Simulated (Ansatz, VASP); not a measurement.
As in VASP and in Ansatz

The input INCAR:

```
ALGO = Normal
EDIFF = 1E-6
ENCUT = 520
GGA = PS
ISIF = 2
ISMEAR = -1
LASPH = T
LCHARG = F
LREAL = F
LWAVE = F
NBANDS = 18
NELM = 60
PREC = Accurate
SIGMA = 0.05
```

KPOINTS

```
k-points
0
Gamma
  6 6 5
```

POSCAR

```
As
1.0
    1.8615000000     -5.6100000000      0.0000000000
    1.8615000000      5.6100000000      0.0000000000
    0.0000000000      0.0000000000      4.4700000000
As
4
Direct
    0.3900000000      0.6100000000      0.5600000000
    0.8900000000      0.1100000000      0.9400000000
    0.6100000000      0.3900000000      0.4400000000
    0.1100000000      0.8900000000      0.0600000000
```

Contents of input.yaml:

```yaml
crystal:
  lattice:
    - [1.8615, -5.61, 0.0]
    - [1.8615, 5.61, 0.0]
    - [0.0, 0.0, 4.47]
  atoms:
    - { symbol: As, position: [0.39, 0.61, 0.56] }
    - { symbol: As, position: [0.89, 0.11, 0.94] }
    - { symbol: As, position: [0.61, 0.39, 0.44] }
    - { symbol: As, position: [0.11, 0.89, 0.06] }
hamiltonian:
  xc: pbesol
  pseudopotentials: { kind: paw }
kpoints:
  mp_grid: { grid: [6, 6, 5] }
  band_path:
    path:
      - [[0.0, 0.0, 0.0], [0.2775258264, 0.2775258264, 0.0], [0.0, 0.5, 0.0], [0.0, 0.5, 0.5], [0.2775258264, 0.2775258264, 0.5], [0.0, 0.0, 0.5], [0.0, 0.0, 0.0], [-0.5, 0.5, 0.0], [-0.2775258264, 0.7224741736, 0.0], [-0.2775258264, 0.7224741736, 0.5], [-0.5, 0.5, 0.5], [-0.5, 0.5, 0.0]]
      - [[0.0, 0.0, 0.5], [-0.5, 0.5, 0.5]]
    npoints: 14
scf:
  occupations: { method: fermi_dirac, width: 0.05 }
  n_extra_bands: 10
output:
  forces: true
  stress: true
  eigenvalues: true
  fatbands: false
```

Alike in both runs: functional PBEsol; k mesh 6 × 6 × 5; occupations fermi-dirac, width 0.05 eV; no spin polarisation.

|  | VASP | Ansatz |
| --- | --- | --- |
| version | VASP 6.6.1 | Ansatz 0.2.0 |
| potentials or method | VASP PAW PBE potentials, release 64 (As) | Ansatz PAW |
| plane-wave cutoff (eV) | 520 | 420 |
| valence electrons in the cell | 20 | 60 |
| task | single point | band structure |

```tsv
	VASP	Ansatz	Ansatz less VASP
gap on the k mesh at the Fermi level (eV)	none	none	-
pressure (GPa)	-2.6	-2.9	-0.33
traceless stress, the component that is largest in VASP (GPa)	-0.75	-0.77	-0.023
rms of the force components (eV/Å)	0.147	0.183	+0.0357
```

VASP's potentials were made for PBE, not for PBEsol. Atom by atom the forces differ by 0.036 eV/Å (rms over components). A gap of «none» marks a metal or a gap that the smearing closes. With one functional, cell and mesh, what is left measures potentials, basis and numerics. VASP's potentials hold 20 valence electrons a cell and Ansatz's 60, so a difference there can come from the potentials and not from the codes.
